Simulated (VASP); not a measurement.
**Ge: single point with LDA**

**What was measured.**

“Temperature-dependent photoluminescence in Ge: experiment and theory”, 2020, arxiv:2003.00143 reports, for a bulk crystal of Ge at 0 K: band gap 0.744 eV (indirect).

Ge:

```
Ge
1.0
     0.00000    2.82877    2.82877
     2.82877    0.00000    2.82877
     2.82877    2.82877    0.00000
Ge
2
Cartesian
  2.8288 2.8288 2.8288
  4.2432 4.2432 4.2432
```

| Quantity | Value |
| --- | --- |
| Program | VASP 6.6.1 |
| Task | single point |
| Functional | LDA |
| Potentials or basis | VASP PAW LDA potentials, release 64 (Ge_d) |
| Cutoff | 520 eV |
| k mesh | 6 × 6 × 6 |
| Occupations | gaussian, width 0.1 eV |
| Spin | no spin polarisation |

```json
{"Pressure": "-1.0 GPa", "Band gap on the k mesh": "zero (filled and empty bands touch)"}
```

Levels at points of the mesh, in eV from the Fermi level:
```
           k point  band 11  band 12  band 13  band 14  band 15  band 16  band 17  band 18
(0.00, 0.00, 0.00)   -12.80    -0.13     0.01     0.01     0.01     2.53     2.53     2.53
(0.50, 0.00, 0.00)   -10.71    -7.63    -1.40    -1.40     0.07     3.72     3.72     6.97
(0.50, 0.50, 0.00)    -8.92    -8.92    -3.07    -3.07     0.67     0.67     9.41     9.41
```

Run time: 37 s on 1 thread of Intel Xeon 8259CL, on a shared host, peak memory 0.15 GiB.

A measured gap of Ge is 0.744 eV (indirect; 0 K; “Temperature-dependent photoluminescence in Ge: experiment and theory”, 2020, arxiv:2003.00143); the calculated 0.00 eV misses it by -0.74 eV. 3 values of this kind are on record (0.666 to 0.807 eV); this one was drawn at random among those near their median. Spin-orbit coupling on Ge is left out. The value is that of LDA on a finite k mesh, which can miss the band edges, without temperature or zero-point motion. Semilocal functionals fall short of measured gaps as a rule.

Caveat: semilocal functionals underestimate gaps, and a narrow one can read as zero.
